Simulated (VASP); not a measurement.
Wanted: the native input for a VASP 6.6.1 run.

```
Task                   : relaxation of cell and atoms
Functional             : PBE
Potentials or basis    : VASP PAW PBE potentials, release 64 (Si, B)
Cutoff                 : 600 eV
k mesh                 : 6 × 6 × 4
Occupations            : gaussian, width 0.1 eV
Spin                   : no spin polarisation
Dipole correction      : no
Further INCAR settings : ALGO = Normal; EDIFF = 1e-07; IBRION = 2; EDIFFG = -0.04; NSW = 90; ISIF = 3
```

The structure of SiB2 lies in POSCAR:

```
SiB2
1.0
    2.8628270500      0.0000000000      0.0000000000
   -1.4314135200      2.4792809500      0.0000000000
    0.0000000000      0.0000000000      4.3548535700
Si B
1 2
Direct
    0.6666666700      0.3333333300      0.0000000000
    0.0000000000      0.0000000000      0.3075542000
    0.0000000000      0.0000000000      0.6924458000
```

The cell was generated, and may not be a known phase.

The input as run:

INCAR

```
SYSTEM = SiB2
PREC     = Accurate       ! precision mode
ENCUT    = 600            ! plane-wave cutoff, eV
EDIFF    = 1E-7           ! SCF threshold, eV
ISMEAR   = 0              ! smearing method
SIGMA    = 0.1            ! smearing width, eV
LREAL    = .FALSE.        ! projectors in reciprocal space
LASPH    = .TRUE.         ! aspherical terms in the spheres
NELM     = 100            ! most SCF steps
ALGO     = Normal         ! electronic algorithm
ISIF     = 3              ! what is computed and relaxed
LWAVE    = .FALSE.        ! write WAVECAR
LCHARG   = .FALSE.        ! write CHGCAR
GGA      = PE             ! functional
IBRION   = 2              ! ionic algorithm
NSW      = 90             ! ionic steps
EDIFFG   = -0.04          ! ionic threshold
```

KPOINTS

```
Automatic mesh
0
G
  6 6 4
  0 0 0
```

Potentials or basis: VASP PAW PBE potentials, release 64 (Si, B).

The run is started by

```sh
$ cat potpaw_PBE.64/Si/POTCAR potpaw_PBE.64/B/POTCAR > POTCAR
$ mpirun -np 1 vasp_std > vasp.out
```

Results of the run:

| Item | Value |
| --- | --- |
| Relaxed volume | 10.25 Å³/atom |
| Relaxed cell | a = 2.799 Å, b = 2.799 Å, c = 4.533 Å, α = 90.00°, β = 90.00°, γ = 120.00° |
| Space group after relaxing (to 0.1 Å) | P-6m2 (No. 187) |
| Energy gained by relaxing | 27.7 meV/atom |
| Ionic steps | 10 |
| Pressure after relaxing | 0.0 GPa |
| Largest force after relaxing | 0.024 eV/Å |
| Band gap on the k mesh | zero (bands 5 and 6 overlap by 7.17 eV) |

Caveat: the k points lie up to 0.43 Å⁻¹ apart in the final cell, too coarse for converged energies and pressures of a metal.

It took 44 s on 1 thread of Intel(R) Xeon(R) Platinum 8259CL CPU @ 2.50GHz (Skylake/Cascade Lake) (shared host), peak memory 0.15 GiB.
